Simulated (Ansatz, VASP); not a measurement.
This is a calculation of Sb for VASP 6.6.1.

File INCAR:

```
SYSTEM = Sb
PREC = Accurate
ENCUT = 500
EDIFF = 1E-7
ISMEAR = -1
SIGMA = 0.05
LREAL = .False.
LASPH = .True.
NELM = 120
ALGO = Normal
ISIF = 3
LWAVE = .False.
LCHARG = .False.
GGA = B5
ALDAX = 1.0
AGGAX = 1.0
AGGAC = 1.0
ALDAC = 0.0
IVDW = 12
VDW_S6 = 1.0
VDW_S8 = 2.6996
VDW_A1 = 0.4298
VDW_A2 = 4.2359
IBRION = 2
NSW = 60
EDIFFG = -0.01
GGA_COMPAT = .False.
NELMIN = 4
```

The input KPOINTS:

```
Automatic mesh
0
Gamma
  8 8 8
  0 0 0
```

File POSCAR:

```
Sb
1.0
    3.1600000000      0.0000000000      0.0000000000
    0.0000000000      3.1600000000      0.0000000000
    0.0000000000      0.0000000000      3.1600000000
Sb
1
Direct
    0.0000000000      0.0000000000      0.0000000000
```

Potentials or basis: VASP PAW PBE potentials, release 64 (Sb_d_GW).

The run is started by

```bash
$ cat potpaw_PBE.64/Sb_d_GW/POTCAR > POTCAR
$ mpirun -np 1 vasp_std > vasp.out
```

Q: Translate it to Ansatz 0.2.0. Potentials there: Ansatz PAW.

A: As run (the cutoff follows the program's own potentials):

Contents of input.yaml:

```yaml
crystal:
  lattice:
    - [3.16, 0.0, 0.0]
    - [0.0, 3.16, 0.0]
    - [0.0, 0.0, 3.16]
  atoms:
    - { symbol: Sb, position: [0.0, 0.0, 0.0] }
hamiltonian:
  xc: blyp
  pseudopotentials: { kind: paw }
  dispersion: d3bj
kpoints:
  mp_grid: { grid: [8, 8, 8] }
scf:
  occupations: { method: fermi_dirac, width: 0.05 }
output:
  forces: true
  stress: true
  eigenvalues: true
relax:
  f_tol: 0.01
  max_steps: 40
  cell: { stress_tol: 0.05 }
```

Potentials or basis: Ansatz PAW.

Launch:

```console
$ ansatz run input.yaml --threads 2 --pin off --max-ram 5632MiB --backend cpu --events-out ev --progress --plain --runs-dir out
```

Both were run:

|  | VASP | Ansatz | Ansatz less VASP |
| --- | --- | --- | --- |
| gap on the k mesh at the Fermi level, each at its own relaxed structure (eV) | none | none | - |
| relaxed volume (Å³/atom) | 29.18 | 29.17 | -0.007 |
| relaxed length of the cell vector where the two differ most in proportion (Å) | 3.079 | 3.078 | -0.0003 |

VASP's potentials were made for PBE, not for BLYP. A gap of «none» marks a metal or a gap that the smearing closes.

Spin-orbit coupling is off throughout. Noted on Ansatz's run: the plane-wave basis is chosen anew once the cell has moved, so the energies of steps on either side of that aren't comparable.
